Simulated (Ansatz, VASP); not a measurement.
## CoSn2: VASP beside Ansatz

INCAR

```
PREC = Accurate
ENCUT = 520
EDIFF = 1E-7
ISMEAR = 0
SIGMA = 0.1
LREAL = False
LASPH = True
NELM = 100
ALGO = Fast
ISIF = 2
LWAVE = False
LCHARG = False
GGA = PS
NBANDS = 46
```

KPOINTS

```
Automatic mesh
0
Gamma
  8 8 8
```

File POSCAR:

```
CoSn2
1.0
   -3.1825000000      3.1825000000      2.7285000000
    3.1825000000     -3.1825000000      2.7285000000
    3.1825000000      3.1825000000     -2.7285000000
Co Sn
2 4
Direct
    0.2500000000      0.2500000000      0.0000000000
    0.7500000000      0.7500000000      0.0000000000
    0.6580000000      0.1580000000      0.8160000000
    0.1580000000      0.3420000000      0.5000000000
    0.3420000000      0.8420000000      0.1840000000
    0.8420000000      0.6580000000      0.5000000000
```

Input for Ansatz:

```yaml
crystal:
  lattice:
    - [-3.1825, 3.1825, 2.7285]
    - [3.1825, -3.1825, 2.7285]
    - [3.1825, 3.1825, -2.7285]
  atoms:
    - { symbol: Co, position: [0.25, 0.25, 0.0] }
    - { symbol: Co, position: [0.75, 0.75, 0.0] }
    - { symbol: Sn, position: [0.658, 0.158, 0.816] }
    - { symbol: Sn, position: [0.158, 0.342, 0.5] }
    - { symbol: Sn, position: [0.342, 0.842, 0.184] }
    - { symbol: Sn, position: [0.842, 0.658, 0.5] }
basis:
  ecutwfc: 420
kpoints:
  mp_grid: { grid: [8, 8, 8] }
hamiltonian:
  xc: pbesol
scf:
  occupations: { method: gaussian, width: 0.1 }
output:
  forces: true
  stress: true
  eigenvalues: true
  populations: true
```

Alike in both runs: task single point; functional PBEsol; k mesh 8 × 8 × 8; occupations gaussian, width 0.1 eV; no spin polarisation.

|  | VASP | Ansatz |
| --- | --- | --- |
| version | VASP 6.6.1 | Ansatz 0.2.0 |
| potentials or method | VASP PAW PBE potentials, release 64 (Co, Sn_d), cutoff 520 eV | scalar-relativistic, plane waves, PAW |
| valence electrons in the cell | 74 | 90 |

|  | VASP | Ansatz | Ansatz less VASP |
| --- | --- | --- | --- |
| gap on the k mesh at the Fermi level (eV) | none | none | - |
| pressure (GPa) | -4.1 | -4.1 | +0.04 |
| traceless stress, the component that is largest in VASP (GPa) | -0.39 | -0.41 | -0.020 |
| rms of the force components (eV/Å) | 0.413 | 0.412 | -0.0016 |

VASP's potentials were made for PBE, not for PBEsol. Atom by atom the forces differ by 0.002 eV/Å (rms over components). A gap of «none» marks a metal or a gap that the smearing closes. VASP's potentials hold 74 valence electrons a cell and Ansatz's 90, so a difference there can come from the potentials and not from the codes.
